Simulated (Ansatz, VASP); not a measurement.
# Two plane-wave programs on AlIn2Sb3

The input INCAR:

```
SYSTEM = AlIn2Sb3
PREC     = Accurate       ! precision mode
ENCUT    = 600            ! plane-wave cutoff, eV
EDIFF    = 1E-7           ! SCF threshold, eV
ISMEAR   = 0              ! smearing method
SIGMA    = 0.1            ! smearing width, eV
LREAL    = .FALSE.        ! projectors in reciprocal space
LASPH    = .TRUE.         ! aspherical terms in the spheres
NELM     = 100            ! most SCF steps
ALGO     = Normal         ! electronic algorithm
ISIF     = 3              ! what is computed and relaxed
LWAVE    = .FALSE.        ! write WAVECAR
LCHARG   = .FALSE.        ! write CHGCAR
GGA      = PE             ! functional
IBRION   = 2              ! ionic algorithm
NSW      = 90             ! ionic steps
EDIFFG   = -0.04          ! ionic threshold
```

Contents of KPOINTS:

```
Automatic mesh
0
G
  6 6 2
  0 0 0
```

Contents of POSCAR:

```
AlIn2Sb3
1.0
    4.5268220700      0.0000000000      0.0000000000
   -2.2634110300      3.9203429100      0.0000000000
    0.0000000000      0.0000000000      8.4601908000
Al In Sb
1 2 3
Direct
    0.0000000000      0.0000000000      0.0000000000
    0.6666666700      0.3333333300      0.2480740000
    0.6666666700      0.3333333300      0.7519260000
    0.0000000000      0.0000000000      0.5000000000
    0.3333333300      0.6666666700      0.0000000000
    0.3333333300      0.6666666700      0.5000000000
```

Input for Ansatz:

```yaml
crystal:
  lattice:
    - [4.52682207, 0.0, 0.0]
    - [-2.26341103, 3.92034291, 0.0]
    - [0.0, 0.0, 8.4601908]
  atoms:
    - { symbol: Al, position: [0.0, 0.0, 0.0] }
    - { symbol: In, position: [0.66666667, 0.33333333, 0.248074] }
    - { symbol: In, position: [0.66666667, 0.33333333, 0.751926] }
    - { symbol: Sb, position: [0.0, 0.0, 0.5] }
    - { symbol: Sb, position: [0.33333333, 0.66666667, 0.0] }
    - { symbol: Sb, position: [0.33333333, 0.66666667, 0.5] }
basis:
  ecutwfc: 420
kpoints:
  mp_grid: { grid: [6, 6, 2] }
hamiltonian:
  xc: pbe
scf:
  occupations: { method: gaussian, width: 0.1 }
  lower_state_search: "off"
output:
  forces: true
  stress: true
  eigenvalues: true
relax:
  adjacent_minimum: "off"
  f_tol: 0.04
  max_steps: 70
  cell: { stress_tol: 0.4 }
```

Change from the starting cell: species swapped into the Ce2CuGe3 type (P-6m2, No. 187).

Alike in both runs: task relaxation of cell and atoms; functional PBE; k mesh 6 × 6 × 2; occupations gaussian, width 0.1 eV; no spin polarisation.

|  | VASP | Ansatz |
| --- | --- | --- |
| version | VASP 6.6.1 | Ansatz 0.2.0 |
| potentials or method | VASP PAW PBE potentials, release 64 (Al, In_d, Sb), cutoff 600 eV | scalar-relativistic, plane waves, PAW |
| valence electrons in the cell | 44 | 74 |

```csv
,VASP,Ansatz,Ansatz less VASP
"gap on the k mesh at the Fermi level, each at its own relaxed structure (eV)",none,none,-
relaxed volume (Å³/atom),26.64,26.73,+0.094
relaxed length of the cell vector where the two differ most in proportion (Å),5.296,5.308,+0.0120
```

A gap of «none» marks a metal or a gap that the smearing closes. VASP's potentials hold 44 valence electrons a cell and Ansatz's 74, so a difference there can come from the potentials and not from the codes.

The k mesh is coarse, so the values compare programs but aren't converged. Neither program's run includes spin-orbit coupling. Noted on VASP's run: too few bands were computed for a metal, which touches its energy and stress.
